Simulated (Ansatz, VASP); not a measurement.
# One calculation of CsI, two programs

```
CELL_PARAMETERS angstrom
4.51401 0.00000 0.00000
0.00000 4.51401 0.00000
0.00000 0.00000 4.51401
ATOMIC_POSITIONS crystal
Cs 0.00000 0.00000 0.00000
I 0.50000 0.50000 0.50000
```

Alike in both runs: task single point; functional r2SCAN; k mesh 4 × 4 × 4; no spin polarisation.

|  | VASP | Ansatz |
| --- | --- | --- |
| version | VASP 6.6.1 | Ansatz 0.2.0 |
| potentials or method | VASP PAW PBE potentials, release 64 (Cs_sv, I) | plane waves, PAW |
| plane-wave cutoff (eV) | 550 | 500 |
| occupations | gaussian, width 0.01 eV | fixed |
| valence electrons in the cell | 16 | 26 |

```csv
,VASP,Ansatz,Ansatz less VASP
gap on the k mesh at the Fermi level (eV),4.55,4.57,+0.016
pressure (GPa),1.0,0.9,-0.05
```

VASP's potentials were made for PBE, not for r2SCAN. VASP's potentials hold 16 valence electrons a cell and Ansatz's 26, so a difference there can come from the potentials and not from the codes.

Spin-orbit coupling is off throughout.
